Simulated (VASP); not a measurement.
Set up this calculation in VASP 6.6.1, as the native input.

```yaml
Task: single point
Functional: PBEsol
Potentials_or_basis: VASP PAW PBE potentials, release 64 (Sn_d)
Cutoff: 520 eV
k_mesh: 24 × 24 × 24
Occupations: gaussian, width 0.15 eV
Spin: no spin polarisation
Dipole_correction: no
Further_INCAR_settings: ALGO = Fast; EDIFF = 1e-06; NBANDS = 13
```

The structure of Sn lies in POSCAR:

```
Sn
1.0
   -1.6445250972      1.8794572540      1.8794572540
    1.8794572540     -1.6445250972      1.8794572540
    1.8794572540      1.8794572540     -1.6445250972
Sn
1
Direct
    0.0000000000      0.0000000000      0.0000000000
```

This cell differs from its parent crystal: ratio of the length along [111] to the lengths across it x 1.2, volume and fractional coordinates fixed.

The input as run:

INCAR

```
PREC     = Accurate       # precision mode
ENCUT    = 520            # plane-wave cutoff, eV
EDIFF    = 1E-6           # SCF threshold, eV
ISMEAR   = 0              # smearing method
SIGMA    = 0.15           # smearing width, eV
LREAL    = F              # projectors in reciprocal space
LASPH    = T              # aspherical terms in the spheres
NELM     = 80             # most SCF steps
ALGO     = Fast           # electronic algorithm
ISIF     = 2              # what is computed and relaxed
LWAVE    = F              # write WAVECAR
LCHARG   = F              # write CHGCAR
GGA      = PS             # functional
NBANDS   = 13             # bands
```

KPOINTS

```
Automatic mesh
0
Gamma
  24 24 24
```

Potentials or basis: VASP PAW PBE potentials, release 64 (Sn_d).

Launch:

```bash
$ cat potpaw_PBE.64/Sn_d/POTCAR > POTCAR
$ mpirun -np 1 vasp_std > vasp.out
```

It gave:

```json
{"Pressure": "1.0 GPa", "Band gap on the k mesh": "zero (band 7 reaches 14.81 eV, above the bottom of band 8 at 5.97 eV)"}
```

Caveat: the PAW data sets were made with another functional, which shifts forces and pressure a little; spin-orbit coupling is left out, which moves the levels of the heavy elements.

Run time: 100 s on 1 thread of Intel(R) Xeon(R) 6975P-C (Granite Rapids), with other jobs on the host, peak memory 0.48 GiB.
